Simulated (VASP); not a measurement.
# B (P4_322) in VASP: further runs

The runs below take B through relaxation of cell and atoms, single point, with PBE.

Everything below comes from runs of VASP 6.6.1. Logs are shortened: lines on timing, memory, paths and dates and some standing lists are left out, and cuts for length are marked.

### 1 The cell of the first run

Symmetry: P4_322, No. 95, tetragonal system. The conventional cell has a = 5.027 Å, b = 5.027 Å, c = 2.906 Å, α = 90.00°, β = 90.00°, γ = 90.00°. B (site symmetry 2) has 5 B at 1.66 to 1.73 Å within 2.2 Å. B (site symmetry 2) has 5 B at 1.73 to 1.82 Å within 2.3 Å.

### 2 Relaxation of cell and atoms, PBE

Input file INCAR:

```
SYSTEM = B
  ALGO = Normal
  EDIFF = 1E-6
  EDIFFG = -0.01
  ENCUT = 600
  GGA = PE
  IBRION = 2
  ISIF = 3
  ISMEAR = 0
  LASPH = .True.
  LCHARG = .False.
  LREAL = .False.
  LWAVE = .False.
  NELM = 100
  NSW = 100
  PREC = Accurate
  SIGMA = 0.1
```

Input file KPOINTS:

```
k-points
0
Gamma
  8 8 14
  0 0 0
```

Input file POSCAR:

```
B
1.0
    5.0272119670      0.0000000000      0.0000000000
    0.0000000000      5.0272119670      0.0000000000
    0.0000000000      0.0000000000      2.9064307968
B
8
Direct
    0.5000000000      0.0789978654      0.0000000000
    0.5000000000      0.9210021346      0.5000000000
    0.9210021346      0.5000000000      0.7500000000
    0.0789978654      0.5000000000      0.2500000000
    0.5000000000      0.7346456448      0.0000000000
    0.5000000000      0.2653543552      0.5000000000
    0.2653543552      0.5000000000      0.7500000000
    0.7346456448      0.5000000000      0.2500000000
```

Potentials or basis: VASP PAW PBE potentials, release 64 (B).

On the command line:

```sh
cat potpaw_PBE.64/B/POTCAR > POTCAR
mpirun -np 1 vasp_std > vasp.out
```

OUTCAR:

```text
SYSTEM = B
   EDIFF = 1E-6
   EDIFFG = -0.01
   ENCUT = 600
   GGA = PE
   IBRION = 2
   ISIF = 3
   ISMEAR = 0
   LASPH = .True.
   LREAL = .False.
   NELM = 100
   NSW = 100
   PREC = Accurate

 ion  position               nearest neighbor table
   1  0.500  0.079  0.000-   2 1.66   2 1.66   6 1.73   6 1.73   5 1.73
   2  0.500  0.921  0.500-   1 1.66   1 1.66   5 1.73   5 1.73   6 1.73
   3  0.921  0.500  0.750-   4 1.66   4 1.66   8 1.73   8 1.73   7 1.73
   4  0.079  0.500  0.250-   3 1.66   3 1.66   7 1.73   7 1.73   8 1.73
   5  0.500  0.735  0.000-   2 1.73   2 1.73   1 1.73   8 1.82   7 1.82
   6  0.500  0.265  0.500-   1 1.73   1 1.73   2 1.73   8 1.82   7 1.82
   7  0.265  0.500  0.750-   4 1.73   4 1.73   3 1.73   6 1.82   5 1.82
   8  0.735  0.500  0.250-   3 1.73   3 1.73   4 1.73   6 1.82   5 1.82

  LATTYP: Found a simple tetragonal cell.
 ALAT       =     5.0272119670
 C/A-ratio  =     0.5781396957

  Lattice vectors:

 A1 = (   5.0272119670,   0.0000000000,   0.0000000000)
 A2 = (   0.0000000000,   5.0272119670,   0.0000000000)
 A3 = (   0.0000000000,   0.0000000000,   2.9064307968)

Analysis of symmetry for initial positions (statically):
=====================================================================
 Subroutine PRICEL returns:
 Original cell was already a primitive cell.

 Routine SETGRP: Setting up the symmetry group for a
 simple tetragonal supercell.

 Subroutine GETGRP returns: Found  8 space group operations
 (whereof  2 operations were pure point group operations)
 out of a pool of 16 trial point group operations.

The static configuration has the point symmetry C_2 .
 The point group associated with its full space group is D_4 .

Analysis of symmetry for dynamics (positions and initial velocities):
=====================================================================
 Subroutine PRICEL returns:
 Original cell was already a primitive cell.

 Routine SETGRP: Setting up the symmetry group for a
 simple tetragonal supercell.

 Subroutine GETGRP returns: Found  8 space group operations
 (whereof  2 operations were pure point group operations)
 out of a pool of 16 trial point group operations.

The dynamic configuration has the point symmetry C_2 .
 The point group associated with its full space group is D_4 .

 Subroutine INISYM returns: Found  8 space group operations
 (whereof  2 operations are pure point group operations),
 and found     1 'primitive' translations

----------------------------------------------------------------------------------------

                                     Primitive cell

  volume of cell :      73.4538

  direct lattice vectors                    reciprocal lattice vectors
     5.027211967  0.000000000  0.000000000     0.198917413  0.000000000  0.000000000
     0.000000000  5.027211967  0.000000000     0.000000000  0.198917413  0.000000000
     0.000000000  0.000000000  2.906430797     0.000000000  0.000000000  0.344064617

  length of vectors
     5.027211967  5.027211967  2.906430797     0.198917413  0.198917413  0.344064617

  position of ions in fractional coordinates (direct lattice)
     0.500000000  0.078997865  0.000000000
     0.500000000  0.921002135  0.500000000
     0.921002135  0.500000000  0.750000000
     0.078997865  0.500000000  0.250000000
     0.500000000  0.734645645  0.000000000
     0.500000000  0.265354355  0.500000000
     0.265354355  0.500000000  0.750000000
     0.734645645  0.500000000  0.250000000

  ion indices of the primitive-cell ions
   primitive index   ion index
                 1           1
                 2           2
                 3           3
                 4           4
                 5           5
                 6           6
                 7           7
                 8           8

----------------------------------------------------------------------------------------

 KPOINTS: k-points

Automatic generation of k-mesh.
 Grid dimensions read from file:
 generate k-points for:    8    8   14

 Generating k-lattice:

[... 45 lines left out ...]
   NUPDOWN=      -1.0000    fix difference up-down
   EMIN   =  10.00;   EMAX   =-10.00  energy-range for DOS
   EFERMI =   0.00;   METHOD = LEGACY
   ISMEAR =     0;   SIGMA  =   0.10  broadening in eV -4-tet -1-fermi 0-gaus
   EFERMI_NEDOS =   21; number of points for ismear=-14 and -15
   IALGO  =     38    algorithm
   IMIX   =      4    mixing-type and parameters
     AMIX     =   0.40;   BMIX     =  1.00
     AMIX_MAG =   1.60;   BMIX_MAG =  1.00
  volume/ion in A,a.u.               =       9.18        61.96
  Fermi-wavevector in a.u.,A,eV,Ry     =   1.127562  2.130783 17.298395  1.271396
  Thomas-Fermi vector in A             =   2.264249
   LORBIT       =      0    0 simple, 1 ext, 2 COOP (PROOUT), +10 PAW based schemes
   GGA     = PE    functional components
   LHFCALC =     F    Hartree Fock is set to
   AEXX    =    0.0000 exact exchange contribution
   IVDW    =     0    specifies the selected vdW correction
   LEPSILON=     F    determine dielectric tensor
   LRPA    =     F    only Hartree local field effects (RPA)
 conjugate gradient relaxation of ions
 non-spin polarized calculation
 Gauss-broadening in eV      SIGMA  =   0.10
  energy-cutoff  :      600.00
  volume of cell :       73.45
 maximum number of plane-waves:      2472
   NGX = 21   NGY = 21   NGZ = 11

--------------------------------------- Ionic step        1  -------------------------------------------

 number of electron      24.0000000 magnetization

 Free energy of the ion-electron system (eV)
  ---------------------------------------------------
  ext. energy  EPLUGINS =         0.00000000
  ---------------------------------------------------
  free energy    TOTEN  =       -49.60363404 eV

  energy without entropy =      -49.59692845  energy(sigma->0) =      -49.60028125

------------------------ aborting loop because EDIFF is reached ----------------------------------------

  FORCE on cell =-STRESS in cart. coord.  units (eV):
  Direction    XX          YY          ZZ          XY          YZ          ZX
  --------------------------------------------------------------------------------------
  -------------------------------------------------------------------------------------
  Total       -0.7280434     -0.7280434      0.9114599      0.0000000      0.0000000     -0.0000000
  in kB      -15.8801092    -15.8801092     19.8807960      0.0000000      0.0000000     -0.0000000
  external PRESSURE =      -3.9598075 kB  Pullay stress =       0.0000000 kB
[... 195 lines left out ...]
  energy  without entropy=      -49.6067357303  energy(sigma->0) =      -49.61019224

--------------------------------------- Ionic step        6  -------------------------------------------

 number of electron      24.0000000 magnetization

 Free energy of the ion-electron system (eV)
  ---------------------------------------------------
  ext. energy  EPLUGINS =         0.00000000
  ---------------------------------------------------
  free energy    TOTEN  =       -49.61378828 eV

  energy without entropy =      -49.60693319  energy(sigma->0) =      -49.61036074

 E-fermi :   4.3781     XC(G=0): -10.1849

 val. band max:        4.3749911187   @ k =   0.3750   0.3750   0.3571
 cond. band min:       4.3872058677   @ k =   0.5000   0.3750   0.3571
 fundamental gap:      0.0122147490
 Fermi energy:         4.3780630106

 k-point     1 :       0.0000    0.0000    0.0000
  band No.  band energies     occupation
      1     -10.9058      2.00000
      2      -8.6559      2.00000
      3      -5.3816      2.00000
      4      -5.3816      2.00000
      5      -4.7547      2.00000
      6      -0.8273      2.00000
[... 9 lines left out ...]
     16       7.6720      0.00000
     17       8.6078      0.00000
[... 443 lines left out ...]
      1     -10.1543      2.00000
      2      -9.5870      2.00000
      3      -6.8483      2.00000
      4      -4.4742      2.00000
      5      -1.9790      2.00000
      6      -1.3053      2.00000
[... 9 lines left out ...]
     16       9.1311      0.00000
     17       9.8641      0.00000

 [... further k-points ...]
[... 5 lines left out ...]
  --------------------------------------------------------------------------------------
  -------------------------------------------------------------------------------------
  Total       -0.0320609     -0.0320609      0.0012291      0.0000000      0.0000000      0.0000000
  in kB       -0.7075285     -0.7075285      0.0271250      0.0000000      0.0000000      0.0000000
  external PRESSURE =      -0.4626440 kB  Pullay stress =       0.0000000 kB
[... 23 lines left out ...]
  FREE ENERGIE OF THE ION-ELECTRON SYSTEM (eV)
  ---------------------------------------------------
  free  energy   TOTEN  =       -49.6137882836 eV

  energy  without entropy=      -49.6069331910  energy(sigma->0) =      -49.61036074

 reached required accuracy - stopping structural energy minimisation
```

Run time: 6.7 min. Hardware: 1 thread of Intel Xeon Platinum 8488C (Sapphire Rapids), shared host; peak memory 0.27 GiB.

What came out:

```
Free energy                            : -49.6138 eV
Relaxed volume                         : 9.08 Å³/atom
Relaxed cell                           : a = 4.983 Å, b = 4.983 Å, c = 2.924 Å, α = 90.00°, β = 90.00°, γ = 90.00°
Space group after relaxing (to 0.05 Å) : P4_322 (No. 95)
Energy gained by relaxing              : 1.3 meV/atom
Ionic steps                            : 6
Pressure after relaxing                : 0.0 GPa
Largest force after relaxing           : 0.009 eV/Å
Band gap on the k mesh                 : zero (band 12 reaches 5.57 eV, above the bottom of band 13 at 3.25 eV)
```

Forces in eV/Å, atoms in the order of the input:
```
B    0.000 -0.009  0.000
B    0.000  0.009  0.000
B    0.009  0.000  0.000
B   -0.009  0.000  0.000
B    0.000  0.005  0.000
B    0.000 -0.005  0.000
B   -0.005  0.000  0.000
B    0.005  0.000  0.000
```

The path:
```tsv
step	energy change (eV)	largest force (eV/Å)	pressure (GPa)	volume (Å³)
1	0.0000	0.0567	-0.40	73.45
2	-0.0073	0.0826	-0.82	73.21
3	-0.0076	0.0911	-0.92	73.15
4	-0.0100	0.0250	0.35	72.46
5	-0.0100	0.0332	0.19	72.55
6	-0.0102	0.0094	-0.05	72.60
```

Final structure:
```
CELL_PARAMETERS angstrom
4.98332 0.00000 0.00000
0.00000 4.98332 0.00000
0.00000 0.00000 2.92351
ATOMIC_POSITIONS crystal
B 0.50000 0.08114 0.00000
B 0.50000 0.91886 0.50000
B 0.91886 0.50000 0.75000
B 0.08114 0.50000 0.25000
B 0.50000 0.73389 0.00000
B 0.50000 0.26611 0.50000
B 0.26611 0.50000 0.75000
B 0.73389 0.50000 0.25000
```

Levels at points of the mesh, in eV from the Fermi level:
```
           k point  band 10  band 11  band 12  band 13  band 14  band 15
(0.00, 0.00, 0.00)    -3.53     1.04     1.19     1.19     1.33     3.29
(0.50, 0.00, 0.00)    -1.48    -1.28     0.58     0.70     2.02     3.88
(0.50, 0.50, 0.00)    -3.97    -1.98    -0.14    -0.14     3.29     4.55
(0.00, 0.00, 0.50)    -5.06     0.03     0.03     0.74     0.74     0.99
(0.50, 0.00, 0.50)    -3.51    -1.59    -1.59     0.07     0.07     3.23
(0.50, 0.50, 0.50)    -2.81    -2.60    -2.60     1.64     1.64     2.01
```

### 3 Single point, PBE

This run uses another cell than the first one, of 12.97 Å³/atom, 1.413 times its volume.

Input file INCAR:

```
SYSTEM = B
  PREC = Accurate
  ENCUT = 520
  EDIFF = 1E-6
  ISMEAR = 0
  SIGMA = 0.1
  LREAL = .FALSE.
  LASPH = .TRUE.
  NELM = 100
  ALGO = Normal
  ISIF = 2
  LWAVE = .FALSE.
  LCHARG = .TRUE.
  GGA = PE
  LELF = .TRUE.
  LVHAR = .TRUE.
  NBANDS = 22
```

Input file KPOINTS:

```
regular mesh
0
G
  4 4 6
  0 0 0
```

Input file POSCAR:

```
B
1.0
    6.0361211100      0.0000000000      0.0000000000
    0.0000000000      6.0361211100      0.0000000000
    0.0000000000      0.0000000000      2.8480366000
B
8
Direct
    0.5000000000      0.9350230500      0.0000000000
    0.5000000000      0.0649769500      0.5000000000
    0.0649769500      0.5000000000      0.7500000000
    0.9350230500      0.5000000000      0.2500000000
    0.5000000000      0.6678200100      0.0000000000
    0.5000000000      0.3321799900      0.5000000000
    0.3321799900      0.5000000000      0.7500000000
    0.6678200100      0.5000000000      0.2500000000
```

Potentials or basis: VASP PAW PBE potentials, release 64 (B).

On the command line:

```sh
cat potpaw_PBE.64/B/POTCAR > POTCAR
mpirun -np 1 vasp_std > vasp.out
```

It took 50 s on 1 thread of Intel Xeon Platinum 8488C (Sapphire Rapids), shared host; peak memory 0.22 GiB.

Results (log left out):

```yaml
Free_energy: -44.0266 eV
Pressure: 14.2 GPa
Largest_force: 1.218 eV/Å
Band_gap_on_the_k_mesh: zero (band 12 reaches 1.45 eV, above the bottom of band 13 at 0.23 eV)
```

Forces in eV/Å, atoms in the order of the input:
```
B    0.000  0.125  0.000
B    0.000 -0.125  0.000
B   -0.125  0.000  0.000
B    0.125  0.000  0.000
B    0.000  1.218  0.000
B    0.000 -1.218  0.000
B   -1.218  0.000  0.000
B    1.218  0.000  0.000
```

Stress tensor (GPa, compression positive):
```
11.05  0.00  0.00
 0.00 11.05  0.00
 0.00  0.00 20.60
```

Levels at points of the mesh, in eV from the Fermi level:
```tsv
k point	band 8	band 9	band 10	band 11	band 12	band 13	band 14	band 15	band 16	band 17
(0.00, 0.00, 0.00)	-1.89	-0.91	-0.54	-0.54	-0.23	0.43	0.43	3.75	3.75	4.68
(0.50, 0.00, 0.00)	-1.30	-0.99	-0.57	-0.18	-0.03	0.61	1.43	2.63	4.21	4.89
(0.50, 0.50, 0.00)	-3.78	-0.41	-0.05	0.12	0.83	0.83	1.13	3.08	3.08	6.08
(0.00, 0.00, 0.50)	-4.53	-4.00	-4.00	-0.50	-0.50	1.22	1.22	3.17	3.17	3.51
(0.50, 0.00, 0.50)	-4.28	-2.54	-2.54	-1.40	-1.40	0.84	0.84	2.70	2.70	3.30
(0.50, 0.50, 0.50)	-2.76	-2.38	-2.38	-1.89	-1.89	0.12	0.12	2.01	2.01	3.60
```

Caveat: the k points lie up to 0.37 Å⁻¹ apart; forces of over 1 eV/Å act on the atoms, so gaps and moduli don't describe the material at rest.

### 4 Relaxation of cell and atoms, PBE

This run uses another cell than the first one, of 12.97 Å³/atom, 1.413 times its volume.

Input file INCAR:

```
SYSTEM = B
ALGO = Normal
EDIFF = 1E-6
EDIFFG = -0.04
ENCUT = 600
GGA = PE
IBRION = 2
ISIF = 3
ISMEAR = 0
LASPH = .True.
LCHARG = .False.
LREAL = .False.
LWAVE = .False.
NELM = 60
NSW = 90
PREC = Accurate
SIGMA = 0.1
```

Input file KPOINTS:

```
k-points
0
Gamma
  4 4 6
  0 0 0
```

POSCAR is that of step 3.

On the command line:

```sh
cat potpaw_PBE.64/B/POTCAR > POTCAR
mpirun -np 1 vasp_std > vasp.out
```

Run time: 5.8 min. Hardware: 1 thread of Intel Xeon Platinum 8559C (Emerald Rapids), shared host; peak memory 0.24 GiB.

The run converged. Its results:

- Free energy: -49.6180 eV
- Relaxed volume: 9.19 Å³/atom
- Relaxed cell: a = 5.033 Å, b = 5.033 Å, c = 2.902 Å, α = 90.00°, β = 90.00°, γ = 90.00°
- Space group after relaxing (to 0.05 Å): P4_322 (No. 95)
- Energy gained by relaxing: 698.0 meV/atom
- Ionic steps: 20
- Pressure after relaxing: 0.0 GPa
- Largest force after relaxing: 0.015 eV/Å
- Band gap on the k mesh: zero (band 12 reaches 5.36 eV, above the bottom of band 13 at 3.27 eV)

Forces in eV/Å, atoms in the order of the input:
```
B    0.000  0.014  0.000
B    0.000 -0.014  0.000
B   -0.014  0.000  0.000
B    0.014  0.000  0.000
B    0.000  0.015  0.000
B    0.000 -0.015  0.000
B   -0.015  0.000  0.000
B    0.015  0.000  0.000
```

Stress tensor (GPa, compression positive):
```
-0.29  0.00  0.00
 0.00 -0.29  0.00
 0.00  0.00  0.51
```

The path:
| step | energy change (eV) | largest force (eV/Å) | pressure (GPa) | volume (Å³) |
| --- | --- | --- | --- | --- |
| 1 | 0.0000 | 1.2169 | 14.22 | 103.77 |
| 2 | -0.5560 | 1.2301 | -3.37 | 121.99 |
| 3 | -0.6537 | 0.9139 | 0.66 | 116.34 |
| 4 | -0.7625 | 0.4925 | -2.82 | 120.09 |
| 5 | -0.7695 | 0.2731 | -2.21 | 119.34 |
| 6 | -0.8442 | 0.2836 | -1.30 | 117.16 |
| 7 | -0.9036 | 0.4899 | -0.08 | 113.16 |
| 8 | -0.9729 | 0.2808 | -0.21 | 111.52 |
| 9 | -1.0259 | 0.1990 | -0.68 | 109.63 |
| 10 | -1.1057 | 0.0697 | -1.75 | 105.91 |
| 11 | -1.5964 | 0.6972 | -6.50 | 98.70 |
| 12 | -4.7241 | 0.7473 | -17.67 | 85.20 |
| 13 | 1.3550 | 1.9479 | 61.40 | 61.69 |
| 14 | -4.7134 | 2.0865 | -2.15 | 74.54 |
| 15 | -5.2658 | 0.1306 | -13.41 | 80.09 |
| 16 | -5.2828 | 0.5239 | -12.14 | 78.97 |
| 17 | -5.4455 | 0.2868 | 10.01 | 70.51 |
| 18 | -5.5662 | 0.3659 | 0.30 | 73.67 |
| 19 | -5.5825 | 0.1384 | -0.09 | 73.47 |
| 20 | -5.5844 | 0.0151 | -0.03 | 73.52 |

Final structure:
```
B
1.0
     5.03314    0.00000    0.00000
     0.00000    5.03314    0.00000
     0.00000    0.00000    2.90231
B
8
Direct
  0.50000 0.07870 0.00000
  0.50000 0.92130 0.50000
  0.92130 0.50000 0.75000
  0.07870 0.50000 0.25000
  0.50000 0.73455 0.00000
  0.50000 0.26545 0.50000
  0.26545 0.50000 0.75000
  0.73455 0.50000 0.25000
```

Levels at points of the mesh, in eV from the Fermi level:
| k point | band 8 | band 9 | band 10 | band 11 | band 12 | band 13 | band 14 | band 15 | band 16 | band 17 |
| --- | --- | --- | --- | --- | --- | --- | --- | --- | --- | --- |
| (0.00, 0.00, 0.00) | -3.99 | -3.99 | -3.63 | 0.94 | 0.94 | 1.08 | 1.35 | 3.05 | 3.13 | 4.31 |
| (0.50, 0.00, 0.00) | -5.14 | -5.02 | -1.72 | -1.38 | 0.50 | 0.65 | 1.82 | 3.70 | 3.87 | 5.33 |
| (0.50, 0.50, 0.00) | -4.59 | -4.59 | -4.23 | -2.29 | -0.02 | -0.02 | 3.06 | 4.26 | 4.26 | 5.13 |
| (0.00, 0.00, 0.50) | -6.58 | -5.16 | -5.16 | -0.22 | -0.22 | 0.53 | 0.53 | 0.92 | 0.92 | 6.83 |
| (0.50, 0.00, 0.50) | -6.16 | -3.66 | -3.66 | -1.71 | -1.71 | -0.10 | -0.10 | 2.99 | 2.99 | 5.34 |
| (0.50, 0.50, 0.50) | -4.84 | -2.90 | -2.90 | -2.78 | -2.78 | 1.41 | 1.41 | 1.78 | 1.78 | 3.96 |

Caveat: the k points lie up to 0.36 Å⁻¹ apart in the final cell; the volume moved by over 15 % at a fixed basis, so the end points are rough.

### 5 The runs side by side

```csv
task,cell,k mesh,cutoff (eV),gap on the mesh (eV),pressure (GPa),relaxed volume (Å³/atom),largest force (eV/Å)
relaxation of cell and atoms,"relaxed from a = 5.027, b = 5.027, c = 2.906 Å, 8 atoms",8 × 8 × 14,600,none,0.0,9.08,0.01
single point,"a = 6.036, b = 6.036, c = 2.848 Å, 8 atoms",4 × 4 × 6,520,none,14.2,-,1.22
relaxation of cell and atoms,"relaxed from a = 6.036, b = 6.036, c = 2.848 Å, 8 atoms",4 × 4 × 6,600,none,0.0,9.19,0.02
```

Alike in all rows: level PBE; potentials or basis VASP PAW PBE potentials, release 64 (B); no spin polarisation; smearing gaussian 0.1 eV.

Caveats: some runs use coarse meshes; forces of over 1 eV/Å act on the atoms, so gaps and moduli don't describe the material at rest (some runs); the volume moved by over 15 % at a fixed basis, so the end points are rough (some runs).

Absolute energies hang on the potentials; compare differences alone.
